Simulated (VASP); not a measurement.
Input of a VASP 6.6.1 run:

INCAR

```
PREC     = Accurate       # precision mode
ENCUT    = 600            # plane-wave cutoff, eV
EDIFF    = 1E-6           # SCF threshold, eV
ISMEAR   = 0              # smearing method
SIGMA    = 0.1            # smearing width, eV
LREAL    = False          # projectors in reciprocal space
LASPH    = True           # aspherical terms in the spheres
NELM     = 100            # most SCF steps
ALGO     = Fast           # electronic algorithm
ISIF     = 3              # what is computed and relaxed
LWAVE    = False          # write WAVECAR
LCHARG   = False          # write CHGCAR
GGA      = PE             # functional
IBRION   = 2              # ionic algorithm
NSW      = 90             # ionic steps
EDIFFG   = -0.04          # ionic threshold
```

File KPOINTS:

```
regular mesh
0
Gamma
  4 4 4
```

Contents of POSCAR:

```
BPd4
1.0
   -2.7630537400      2.7630537400      2.7630537400
    2.7630537400     -2.7630537400      2.7630537400
    2.7630537400      2.7630537400     -2.7630537400
B Pd
1 4
Direct
    0.0000000000      0.0000000000      0.0000000000
    0.3495999900      0.3495999900      0.3495999900
    0.6504000100      0.0000000000      0.0000000000
    0.0000000000      0.0000000000      0.6504000100
    0.0000000000      0.6504000100      0.0000000000
```

Potentials or basis: VASP PAW PBE potentials, release 64 (B, Pd).

Command:

```console
$ cat potpaw_PBE.64/B/POTCAR potpaw_PBE.64/Pd/POTCAR > POTCAR
$ mpirun -np 1 vasp_std > vasp.out
```

(1) Predict the relaxed cell.

(2) Predict the space group after relaxing (to 0.05 Å).

(3) Estimate the relaxed volume.

Results:

(1) a = 4.645 Å, b = 4.645 Å, c = 4.645 Å, α = 109.47°, β = 109.47°, γ = 109.47°.

(2) I-43m (No. 217).

(3) 15.43 Å³/atom.

Caveat: the k points lie up to 0.41 Å⁻¹ apart in the final cell.
